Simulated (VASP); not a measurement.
A run of VASP 6.6.1 is set up as follows.

Contents of POSCAR:

```
TiO2
1.0
   -2.9536551332      3.2503941239      3.2504041107
    2.9536551332     -3.2503941239      3.2504041107
    2.9536551332      3.2503941239     -3.2504041107
Ti O
4 8
Direct
    0.0000000000      0.5000000000      0.0000000000
    0.0000000000      0.0000000000      0.5000000000
    0.4999986973      0.2499986973      0.2500000000
    0.5000013027      0.7500013027      0.7500000000
    0.6953877933      0.6953852635      0.4999974701
    0.6953877933      0.1953903232      1.0000025299
    0.8046156869      0.7500044241      0.0546112628
    0.1953931614      0.7500044241      0.4453887372
    0.8046068386      0.2499955759      0.5546112628
    0.3046122067      0.8046096768     -0.0000025299
    0.1953843131      0.2499955759      0.9453887372
    0.3046122067      0.3046147365      0.5000025299
```

The input INCAR.step1:

```
ALGO = Normal ; EDIFF = 1E-4
ENCUT = 520 ; GGA = PE
ISMEAR = -1 ; LASPH = True
LCHARG = False ; LREAL = False
LWAVE = True ; NBANDS = 60
NELM = 80 ; PREC = Accurate
SIGMA = 0.05
```

Contents of INCAR.step2:

```
ALGO = Normal ; EDIFF = 1E-6
ENCUT = 520 ; ISIF = 2
ISMEAR = -1 ; ISTART = 1
LASPH = True ; LCHARG = False
LMIXTAU = True ; LREAL = False
LWAVE = False ; METAGGA = R2SCAN
NBANDS = 60 ; NELM = 80
PREC = Accurate ; SIGMA = 0.05
```

KPOINTS

```
k-points
0
Gamma
  6 6 6
```

Potentials or basis: VASP PAW PBE potentials, release 64 (Ti_sv, O).

Run with:

```bash
$ cat potpaw_PBE.64/Ti_sv/POTCAR potpaw_PBE.64/O/POTCAR > POTCAR
$ cp INCAR.step1 INCAR
$ mpirun -np 1 vasp_std > vasp.out
$ cp INCAR.step2 INCAR
$ mpirun -np 1 vasp_std > vasp.out
```

(1) Estimate the band gap on the k mesh.

(2) What does it give for the largest force?

## Answers

(1) 2.23 eV.

(2) 0.029 eV/Å.

Caveat: the PAW data sets were made with another functional, which shifts forces and pressure a little.
